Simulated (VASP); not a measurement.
Crystal: Fe.

```
CELL_PARAMETERS angstrom
-1.44300 1.44300 1.44300
1.44300 -1.44300 1.44300
1.44300 1.44300 -1.44300
ATOMIC_POSITIONS crystal
Fe 0.00000 0.00000 0.00000
```

```yaml
Program: VASP 6.6.1
Task: relaxation of cell and atoms
Functional: RPBE
Dispersion: D4
Potentials_or_basis: VASP PAW PBE potentials, release 64 (Fe)
Cutoff: 600 eV
k_mesh: 13 × 13 × 13
Occupations: fermi-dirac, width 0.05 eV
Spin: collinear spin, ferromagnetic start
Starting_moments: "[3.0] μB"
```

At the start: pressure -11.3 GPa; volume 12.02 Å³/atom.

Q: How do energy, volume and symmetry change on relaxing?

A: Over 3 steps the energy falls by 37.6 meV/atom and the volume is 11.09 Å³/atom (-7.7 %); space group Im-3m (No. 229, to 0.1 Å) before and after; moment 2.12 μB per cell.

Step by step:
```
step  energy change (eV)  largest force (eV/Å)  pressure (GPa)  volume (Å³)
   1              0.0000                0.0000          -11.25        12.02
   2             -0.0228                0.0000           10.25        10.61
   3             -0.0376                0.0000            0.08        11.09
```

Final structure:
```
Fe
1.0
    -1.40492    1.40492    1.40492
     1.40492   -1.40492    1.40492
     1.40492    1.40492   -1.40492
Fe
1
Direct
  0.00000 0.00000 0.00000
```

Caveat: the PAW data sets were made with another functional, which shifts forces and pressure a little.
